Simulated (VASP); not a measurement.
# Ge (Fd-3m) in VASP: further runs, part 2 of 2

VASP 6.6.1.

### Step 4. Relaxation of cell and atoms, r2SCAN

This run uses another cell than the first one, of 22.64 Å³/atom, 0.991 times its volume.

The input, POSCAR:

```
Ge
1.0
    2.8289100000      2.8289100000      0.0000000000
   -2.8289100000      2.8289100000      0.0000000000
    0.0000000000      2.8289100000      2.8289100000
Ge
2
Direct
    0.5000000000      0.5000000000      0.0000000000
    0.7500000000      0.2500000000      0.5000000000
```

The input, INCAR.step1:

```
PREC     = Accurate       # precision mode
ENCUT    = 600            # plane-wave cutoff, eV
ISMEAR   = -1             # smearing method
SIGMA    = 0.1            # smearing width, eV
LREAL    = F              # projectors in reciprocal space
LASPH    = T              # aspherical terms in the spheres
NELM     = 80             # most SCF steps
GGA      = PE             # functional
ALGO     = Normal         # electronic algorithm
EDIFF    = 1E-4           # SCF threshold, eV
LWAVE    = T              # write WAVECAR
LCHARG   = F              # write CHGCAR
```

The input, INCAR.step2:

```
PREC     = Accurate       # precision mode
ENCUT    = 600            # plane-wave cutoff, eV
EDIFF    = 1E-7           # SCF threshold, eV
ISMEAR   = -1             # smearing method
SIGMA    = 0.1            # smearing width, eV
LREAL    = F              # projectors in reciprocal space
LASPH    = T              # aspherical terms in the spheres
NELM     = 80             # most SCF steps
ALGO     = Normal         # electronic algorithm
ISIF     = 3              # what is computed and relaxed
LWAVE    = F              # write WAVECAR
LCHARG   = F              # write CHGCAR
METAGGA  = R2SCAN         # meta-GGA
LMIXTAU  = T            
IBRION   = 2              # ionic algorithm
NSW      = 100            # ionic steps
EDIFFG   = -0.002         # ionic threshold
ISTART   = 1
```

The input, KPOINTS:

```
regular mesh
0
Gamma
  12 12 12
```

Potentials or basis: VASP PAW PBE potentials, release 64 (Ge_d).

Run with:

```console
$ cat potpaw_PBE.64/Ge_d/POTCAR > POTCAR
$ cp INCAR.step1 INCAR
$ mpirun -np 1 vasp_std > vasp.out
$ cp INCAR.step2 INCAR
$ mpirun -np 1 vasp_std > vasp.out
```

OUTCAR:

```text
PREC = Accurate
   ENCUT = 600
   EDIFF = 1E-7
   ISMEAR = -1
   LREAL = F
   LASPH = T
   NELM = 80
   ISIF = 3
   METAGGA = R2SCAN
   IBRION = 2
   NSW = 100
   EDIFFG = -0.002
   ISTART = 1

 ion  position               nearest neighbor table
   1  0.500  0.500  0.000-   2 2.45   2 2.45   2 2.45   2 2.45
   2  0.750  0.250  0.500-   1 2.45   1 2.45   1 2.45   1 2.45

  LATTYP: Found a face centered cubic cell.
 ALAT       =     5.6578200000

  Lattice vectors:

 A1 = (   0.0000000000,   2.8289100000,   2.8289100000)
 A2 = (   2.8289100000,   0.0000000000,   2.8289100000)
 A3 = (   2.8289100000,   2.8289100000,   0.0000000000)

Analysis of symmetry for initial positions (statically):
=====================================================================
 Subroutine PRICEL returns:
 Original cell was already a primitive cell.

 Routine SETGRP: Setting up the symmetry group for a
 face centered cubic supercell.

 Subroutine GETGRP returns: Found 48 space group operations
 (whereof 24 operations were pure point group operations)
 out of a pool of 48 trial point group operations.

The static configuration has the point symmetry T_d .
 The point group associated with its full space group is O_h .

Analysis of symmetry for dynamics (positions and initial velocities):
=====================================================================
 Subroutine PRICEL returns:
 Original cell was already a primitive cell.

 Routine SETGRP: Setting up the symmetry group for a
 face centered cubic supercell.

 Subroutine GETGRP returns: Found 48 space group operations
 (whereof 24 operations were pure point group operations)
 out of a pool of 48 trial point group operations.

The dynamic configuration has the point symmetry T_d .
 The point group associated with its full space group is O_h .

 Subroutine INISYM returns: Found 48 space group operations
 (whereof 24 operations are pure point group operations),
 and found     1 'primitive' translations

----------------------------------------------------------------------------------------

                                     Primitive cell

  volume of cell :      45.2780

  direct lattice vectors                    reciprocal lattice vectors
     2.828910000  2.828910000  0.000000000     0.176746521  0.176746521 -0.176746521
    -2.828910000  2.828910000  0.000000000    -0.176746521  0.176746521 -0.176746521
     0.000000000  2.828910000  2.828910000     0.000000000  0.000000000  0.353493041

  length of vectors
     4.000682889  4.000682889  4.000682889     0.306133954  0.306133954  0.353493041

  position of ions in fractional coordinates (direct lattice)
     0.500000000  0.500000000  0.000000000
     0.750000000  0.250000000  0.500000000

  ion indices of the primitive-cell ions
   primitive index   ion index
                 1           1
                 2           2

----------------------------------------------------------------------------------------

 KPOINTS: regular mesh

Automatic generation of k-mesh.
 Grid dimensions read from file:
[... 27 lines left out ...]
  0.416667  0.000000  0.000000      8.000000
[... 16 lines left out ...]
  0.500000  0.166667  0.000000     24.000000
 -0.416667  0.166667  0.000000     24.000000
 [... further k-points ...]
   k-points           NKPTS =     72   k-points in BZ     NKDIM =     72   number of bands    NBANDS=     18
   number of dos      NEDOS =    301   number of ions     NIONS =      2
   total plane-waves  NPLWV =  32768
   dimension x,y,z NGX =    32 NGY =   32 NGZ =   32
   dimension x,y,z NGXF=    64 NGYF=   64 NGZF=   64
   ions per type =               2
   NGX,Y,Z   is equivalent  to a cutoff of  13.30, 13.30, 13.30 a.u.
   NGXF,Y,Z  is equivalent  to a cutoff of  26.59, 26.59, 26.59 a.u.
 SYSTEM =  unknown system
   PREC   = accura    normal or accurate (medium, high low for compatibility)
   ISTART =      1    job   : 0-new  1-cont  2-samecut
   ICHARG =      0    charge: 1-file 2-atom 10-const
   ISPIN  =      1    spin polarized calculation?
   LNONCOLLINEAR =      F non collinear calculations
   LSORBIT =      F    spin-orbit coupling
   LASPH  =      T    aspherical Exc in radial PAW
   ENCUT  =  600.0 eV  44.10 Ry    6.64 a.u.   7.99  7.99  7.99*2*pi/ulx,y,z
   NELM   =     80;   NELMIN=  2; NELMDL=  0     # of ELM steps
   EDIFF  = 0.1E-06   stopping-criterion for ELM
   LREAL  =      F    real-space projection
   EDIFFG = -.2E-02   stopping-criterion for IOM
   NSW    =    100    number of steps for IOM
   IBRION =      2    ionic relax: 0-MD 1-quasi-New 2-CG
   NFREE  =      1    steps in history (QN), initial steepest desc. (CG)
   ISIF   =      3    stress and relaxation
   ISYM   =      2    0-nonsym 1-usesym 2-fastsym
   POTIM  = 0.5000    time-step for ionic-motion
   TEBEG  =    0.0;   TEEND  =   0.0 temperature during run
   PSTRESS=    0.0 pullay stress
   NELECT =      28.0000    total number of electrons
   NUPDOWN=      -1.0000    fix difference up-down
   EMIN   =  10.00;   EMAX   =-10.00  energy-range for DOS
   EFERMI =   0.00;   METHOD = LEGACY
   ISMEAR =    -1;   SIGMA  =   0.10  broadening in eV -4-tet -1-fermi 0-gaus
   EFERMI_NEDOS =   21; number of points for ismear=-14 and -15
   IALGO  =     38    algorithm
   IMIX   =      4    mixing-type and parameters
     AMIX     =   0.40;   BMIX     =  1.00
     AMIX_MAG =   1.60;   BMIX_MAG =  1.00
  volume/ion in A,a.u.               =      22.64       152.78
  Fermi-wavevector in a.u.,A,eV,Ry     =   1.394756  2.635708 26.468033  1.945346
  Thomas-Fermi vector in A             =   2.518275
   LORBIT       =      0    0 simple, 1 ext, 2 COOP (PROOUT), +10 PAW based schemes
   METAGGA = R2SCAN    functional components
   LHFCALC =     F    Hartree Fock is set to
   AEXX    =    0.0000 exact exchange contribution
   IVDW    =     0    specifies the selected vdW correction
   LEPSILON=     F    determine dielectric tensor
   LRPA    =     F    only Hartree local field effects (RPA)
 conjugate gradient relaxation of ions
 non-spin polarized calculation
  energy-cutoff  :      600.00
  volume of cell :       45.28
 maximum number of plane-waves:      1540
   NGX = 15   NGY = 15   NGZ = 15

--------------------------------------- Ionic step        1  -------------------------------------------

 number of electron      28.0000013 magnetization

 Free energy of the ion-electron system (eV)
  ---------------------------------------------------
  ext. energy  EPLUGINS =         0.00000000
  ---------------------------------------------------
  free energy    TOTEN  =       -27.74489161 eV

  energy without entropy =      -27.74392378  energy(sigma->0) =      -27.74440769

------------------------ aborting loop because EDIFF is reached ----------------------------------------

  FORCE on cell =-STRESS in cart. coord.  units (eV):
  Direction    XX          YY          ZZ          XY          YZ          ZX
  --------------------------------------------------------------------------------------
  -------------------------------------------------------------------------------------
  Total        0.2228805      0.2228805      0.2228805      0.0000000      0.0000000      0.0000000
  in kB        7.8867005      7.8867005      7.8867005      0.0000000      0.0000000      0.0000000
  external PRESSURE =       7.8867005 kB  Pullay stress =       0.0000000 kB
[... 95 lines left out ...]
--------------------------------------- Ionic step        4  -------------------------------------------

 number of electron      28.0000021 magnetization

 Free energy of the ion-electron system (eV)
  ---------------------------------------------------
  ext. energy  EPLUGINS =         0.00000000
  ---------------------------------------------------
  free energy    TOTEN  =       -27.74605671 eV

  energy without entropy =      -27.74493908  energy(sigma->0) =      -27.74549790

 E-fermi :   4.8777     XC(G=0): -10.7623

 val. band max:        4.6925012377   @ k =   0.0000   0.0000   0.0000
 cond. band min:       4.9907443405   @ k =   0.0000   0.0000   0.0000
 fundamental gap:      0.2982431029
 Fermi energy:         4.8776779770

 k-point     1 :       0.0000    0.0000    0.0000
  band No.  band energies     occupation
      1     -20.7859      2.00000
      2     -20.7859      2.00000
      3     -20.7859      2.00000
      4     -20.7473      2.00000
      5     -20.7472      2.00000
      6     -20.5358      2.00000
[... 481 lines left out ...]
      5     -20.6789      2.00000
      6     -20.6132      2.00000
[... 10 lines left out ...]
     17      10.1939      0.00000
     18      10.3735      0.00000

 [... further k-points ...]

------------------------ aborting loop because EDIFF is reached ----------------------------------------

  FORCE on cell =-STRESS in cart. coord.  units (eV):
  Direction    XX          YY          ZZ          XY          YZ          ZX
  --------------------------------------------------------------------------------------
  -------------------------------------------------------------------------------------
  Total       -0.0000378     -0.0000378     -0.0000378      0.0000000      0.0000000     -0.0000000
  in kB       -0.0013234     -0.0013234     -0.0013234      0.0000000      0.0000000     -0.0000000
  external PRESSURE =      -0.0013234 kB  Pullay stress =       0.0000000 kB
[... 17 lines left out ...]
  FREE ENERGIE OF THE ION-ELECTRON SYSTEM (eV)
  ---------------------------------------------------
  free  energy   TOTEN  =       -27.7460567142 eV

  energy  without entropy=      -27.7449390844  energy(sigma->0) =      -27.74549790

 reached required accuracy - stopping structural energy minimisation
```

Wall time 12 min (1 thread of Intel Xeon Platinum 8375C at 2.90GHz (Ice Lake), shared host); peak memory 0.23 GiB.

What came out:

```
Free energy                            : -27.7461 eV
Relaxed volume                         : 22.89 Å³/atom
Relaxed cell                           : a = 4.015 Å, b = 4.015 Å, c = 4.015 Å, α = 60.00°, β = 60.00°, γ = 90.00°
Space group after relaxing (to 0.05 Å) : Fd-3m (No. 227)
Energy gained by relaxing              : 0.6 meV/atom
Ionic steps                            : 4
Pressure after relaxing                : 0.0 GPa
Band gap on the k mesh                 : 0.30 eV, direct
```

The path:
```
step  energy change (eV)  largest force (eV/Å)  pressure (GPa)  volume (Å³)
   1              0.0000                0.0000            0.79        45.28
   2             -0.0009                0.0000           -0.33        46.01
   3             -0.0012                0.0000            0.02        45.76
   4             -0.0012                0.0000            0.00        45.78
```

Final structure:
```xyz
2
Lattice="2.8393 2.8393 0.0000 -2.8393 2.8393 0.0000 0.0000 2.8393 2.8393" Properties=species:S:1:pos:R:3 pbc="T T T"
Ge    0.0000    2.8393    0.0000
Ge    1.4197    4.2590    1.4197
```

Levels at points of the mesh, in eV from the valence-band top:
```csv
k point,band 10,band 11,band 12,band 13,band 14,band 15,band 16,band 17,band 18
"(0.00, 0.00, 0.00)",-25.21,-13.22,0.00,0.00,0.00,0.30,2.71,2.71,2.71
"(0.50, 0.00, 0.00)",-25.19,-11.05,-7.81,-1.47,-1.47,0.41,3.99,3.99,7.65
"(0.50, 0.50, 0.00)",-25.17,-9.17,-9.17,-3.19,-3.19,0.99,0.99,10.01,10.01
```

Caveat: the PAW data sets were made with another functional, which shifts forces and pressure a little. A k mesh can miss the band edges.

### Step 5. Overview

| task | cell | cutoff (eV) | smearing | gap on the mesh (eV) | pressure (GPa) |
| --- | --- | --- | --- | --- | --- |
| single point | a = 4.013 Å, angles 60.0, 60.0, 90.0°, 2 atoms | 520 | fermi-dirac 0.1 eV | 0.31 | 0.0 |
| single point | a = 4.013 Å, angles 60.0, 60.0, 90.0°, 2 atoms | 520 | gaussian 0.01 eV | 0.31 | 0.0 |
| relaxation of cell and atoms | relaxed from a = 4.001 Å, angles 60.0, 60.0, 90.0°, 2 atoms | 600 | fermi-dirac 0.1 eV | 0.30 | 0.0 |

Alike in all rows: level r2SCAN; potentials or basis VASP PAW PBE potentials, release 64 (Ge_d); no spin polarisation; k mesh 12 × 12 × 12.

Caveats: the PAW data sets were made with another functional, which shifts forces and pressure a little.

Total energies depend on the potentials used, so only differences within one code and one set of settings carry meaning.
